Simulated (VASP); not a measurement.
**CdTe: single point with PBE**

CdTe, a wire with vacuum:

```
Cd Te
1.0
    11.30000    0.00000    0.00000
     0.00000    9.30000    0.00000
     0.00000    0.00000    2.85482
Cd Te
1 1
Direct
  0.37162 0.50000 0.00000
  0.62838 0.50000 0.50000
```

* Program: VASP 6.6.1
* Task: single point
* Functional: PBE
* Potentials or basis: VASP PAW PBE potentials, release 64 (Cd, Te)
* Cutoff: 520 eV
* k mesh: 1 × 1 × 23
* Occupations: gaussian, width 0.05 eV
* Spin: collinear spin
* Starting moments: [0.5, 0.5] μB

The largest force is 0.008 eV/Å. The band gap on the k mesh is zero (filled and empty bands overlap), the net moment is 0.00 μB per cell and the valence electrons inside the program's atomic spheres are Cd 10.27; Te 3.32.

Forces in eV/Å, atoms in the order of the input:
```
Cd  -0.008  0.000  0.000
Te   0.008  0.000  0.000
```

Levels at points of the mesh, in eV from the Fermi level:
Spin up:
| k point | band 5 | band 6 | band 7 | band 8 | band 9 | band 10 | band 11 | band 12 | band 13 | band 14 |
| --- | --- | --- | --- | --- | --- | --- | --- | --- | --- | --- |
| (0.00, 0.00, 0.00) | -8.00 | -7.94 | -4.51 | -2.49 | -1.74 | 1.59 | 2.95 | 3.58 | 4.40 | 4.95 |
Spin down:
```
           k point  band 5  band 6  band 7  band 8  band 9  band 10  band 11  band 12  band 13  band 14
(0.00, 0.00, 0.00)   -8.00   -7.94   -4.51   -2.49   -1.74     1.59     2.95     3.58     4.40     4.95
```

It took 2.2 min on 1 thread of AMD EPYC 9R45 96-Core Processor (Zen 5), on a shared host, peak memory 0.49 GiB.

Caveat: spin-orbit coupling is left out, which moves the levels of the heavy elements.
